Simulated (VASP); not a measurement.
Here is a VASP 6.6.1 calculation.

INCAR

```
SYSTEM = Si3Sn
PREC = Accurate
ENCUT = 500
EDIFF = 1E-6
ISMEAR = 0
SIGMA = 0.01
LREAL = .FALSE.
LASPH = .TRUE.
NELM = 120
ALGO = Normal
ISIF = 2
LWAVE = .FALSE.
LCHARG = .FALSE.
GGA = PE
NBANDS = 21
GGA_COMPAT = .FALSE.
```

File KPOINTS:

```
Automatic mesh
0
Gamma
  10 10 6
  0.5 0.5 0.5
```

The input POSCAR:

```
Si3Sn
1.0
    4.0603405396      0.0000000000      0.0000000000
    0.0000000000      4.0603405396      0.0000000000
    0.0000000000      0.0000000000      5.7970542308
Si Sn
3 1
Direct
    0.5000000000      0.0000000000      0.2246884118
    0.0000000000      0.5000000000      0.7753115882
    0.5000000000      0.5000000000      0.0000000000
    0.0000000000      0.0000000000      0.5000000000
```

Potentials or basis: VASP PAW PBE potentials, release 64 (Si, Sn_d).

Launch:

```sh
$ cat potpaw_PBE.64/Si/POTCAR potpaw_PBE.64/Sn_d/POTCAR > POTCAR
$ mpirun -np 1 vasp_std > vasp.out
```

**Question.** What does it give for the band gap on the k mesh?

**Answer.** 0.61 eV (least direct gap 0.83 eV).

**Question.** What does it give for the pressure?

**Answer.** -0.1 GPa.

Caveat: spin-orbit coupling is left out, which moves the levels of the heavy elements; a shifted mesh leaves out Γ, where band edges can lie. A k mesh can miss the band edges.
